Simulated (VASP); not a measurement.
Set up this calculation in VASP 6.6.1, as the native input.

- Task: single point
- Functional: PBE
- Dispersion: D4
- Potentials or basis: VASP PAW PBE potentials, release 64 (Na_pv, Cl)
- Cutoff: 520 eV
- k mesh: 3 × 5 × 3
- Occupations: fermi-dirac, width 0.051704 eV
- Spin: no spin polarisation
- Dipole correction: no
- Further INCAR settings: ALGO = Normal; EDIFF = 1e-06; NBANDS = 14; ISYM = 0

The structure of NaCl lies in POSCAR:

```
NaCl
1.0
    3.5021900000      0.0000000000      0.0000000000
    0.0000000000      3.5021900000      0.0000000000
    0.0000000000      0.0000000000      3.5021900000
Na Cl
1 1
Direct
    0.0000000000      0.0000000000      0.0000000000
    0.5000000000      0.5000000000      0.5000000000
```

One way to write it, as run:

INCAR

```
SYSTEM = NaCl
PREC = Accurate
ENCUT = 520
EDIFF = 1E-6
ISMEAR = -1
SIGMA = 0.051703999572871064
LREAL = .False.
LASPH = .True.
NELM = 80
ALGO = Normal
ISIF = 2
LWAVE = .False.
LCHARG = .False.
GGA = PE
IVDW = 13
ISYM = 0
NBANDS = 14
```

KPOINTS

```
regular mesh
0
Gamma
  3 5 3
  0 0 0
```

Potentials or basis: VASP PAW PBE potentials, release 64 (Na_pv, Cl).

Launch:

```sh
$ cat potpaw_PBE.64/Na_pv/POTCAR potpaw_PBE.64/Cl/POTCAR > POTCAR
$ mpirun -np 1 vasp_std > vasp.out
```

It gave:

| Item | Value |
| --- | --- |
| Pressure | -0.4 GPa |
| Band gap on the k mesh | 4.05 eV, indirect (least direct gap 4.45 eV) |
| Dispersion energy per atom | -0.101 eV |

Caveat: the k points lie up to 0.60 Å⁻¹ apart.

It took 7.5 s on 1 thread of Intel(R) Xeon(R) Platinum 8488C (Sapphire Rapids), with other jobs on the host, peak memory 0.15 GiB.
